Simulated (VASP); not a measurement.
Write the native input for VASP 6.6.1 that does the following.

```yaml
Task: single point
Functional: HSE06
Potentials_or_basis: VASP PAW PBE potentials, release 64 (In_d, As)
Cutoff: 520 eV
k_mesh: 6 × 6 × 6
Occupations: fermi-dirac, width 0.02 eV
Spin: no spin polarisation
Dipole_correction: no
Grid_for_exact_exchange_PRECFOCK: Normal
Further_INCAR_settings: ALGO = Normal; EDIFF = 1e-06; NBANDS = 16
Share_of_exact_exchange: 0.25
Screening_parameter: 0.2079 1/Å
```

Crystal: InAs.

```
In As
1.0
     0.00000    3.05459    3.05459
     3.05459    0.00000    3.05459
     3.05459    3.05459    0.00000
In As
1 1
Direct
  0.00000 0.00000 0.00000
  0.25000 0.25000 0.25000
```

One way to write it, as run:

POSCAR

```
InAs
1.0
    0.0000000000      3.0545904731      3.0545904731
    3.0545904731      0.0000000000      3.0545904731
    3.0545904731      3.0545904731      0.0000000000
In As
1 1
Direct
    0.0000000000      0.0000000000      0.0000000000
    0.2500000000      0.2500000000      0.2500000000
```

INCAR.step1

```
SYSTEM = InAs
  PREC = Accurate
  ENCUT = 520
  EDIFF = 1E-5
  ISMEAR = -1
  SIGMA = 0.02
  LREAL = .FALSE.
  LASPH = .TRUE.
  NELM = 80
  ALGO = Normal
  ISIF = 2
  LWAVE = .TRUE.
  LCHARG = .FALSE.
  NBANDS = 16
  GGA = PE
```

INCAR.step2

```
SYSTEM = InAs
  PREC = Accurate
  ENCUT = 520
  EDIFF = 1E-6
  ISMEAR = -1
  SIGMA = 0.02
  LREAL = .FALSE.
  LASPH = .TRUE.
  NELM = 80
  ALGO = Normal
  ISIF = 2
  LWAVE = .FALSE.
  LCHARG = .FALSE.
  GGA = PE
  LHFCALC = .TRUE.
  HFSCREEN = 0.2079
  PRECFOCK = Normal
  NBANDS = 16
  ISTART = 1
```

KPOINTS

```
Automatic mesh
0
G
  6 6 6
  0 0 0
```

Potentials or basis: VASP PAW PBE potentials, release 64 (In_d, As).

Launch:

```sh
$ cat potpaw_PBE.64/In_d/POTCAR potpaw_PBE.64/As/POTCAR > POTCAR
$ cp INCAR.step1 INCAR
$ mpirun -np 1 vasp_std > vasp.out
$ cp INCAR.step2 INCAR
$ mpirun -np 1 vasp_std > vasp.out
```

It gave:

The pressure is -0.2 GPa and the band gap on the k mesh is 0.36 eV.

Caveat: the PAW data sets were made with another functional, which shifts forces and pressure a little; spin-orbit coupling is left out, which moves the levels of the heavy elements.

Run time: 80 min on 1 thread of AMD EPYC 7R13 Processor (Zen 3) (shared host), peak memory 0.28 GiB.
